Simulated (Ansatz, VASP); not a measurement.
# EuS in VASP and in Ansatz

```
Eu S
1.0
     0.00000    2.95851    2.95851
     2.95851    0.00000    2.95851
     2.95851    2.95851    0.00000
Eu S
1 1
Cartesian
  0.0000 0.0000 0.0000
  2.9585 2.9585 2.9585
```

Change from the starting cell: volume scaled by 0.98.

Alike in both runs: task single point; functional PBE; k mesh 10 × 10 × 10; occupations fermi-dirac, width 0.05 eV; collinear spin.

```csv
,VASP,Ansatz
version,VASP 6.6.1,Ansatz 0.2.0
potentials or method,"VASP PAW PBE potentials, release 64 (Eu, S), cutoff 600 eV","all-electron LAPW, scalar-relativistic"
```

```csv
,VASP,Ansatz,Ansatz less VASP
pressure (GPa),-1.9,-1.5,+0.36
net moment per atom (μB),3.49,3.49,+0.003
size of the moment on the site where the two differ most (μB),6.58,6.90,+0.323
```

Site moments also hang on the region over which each program counts them. Ansatz ran all-electron here, and VASP with PAW potentials.

Spin-orbit coupling is off throughout.
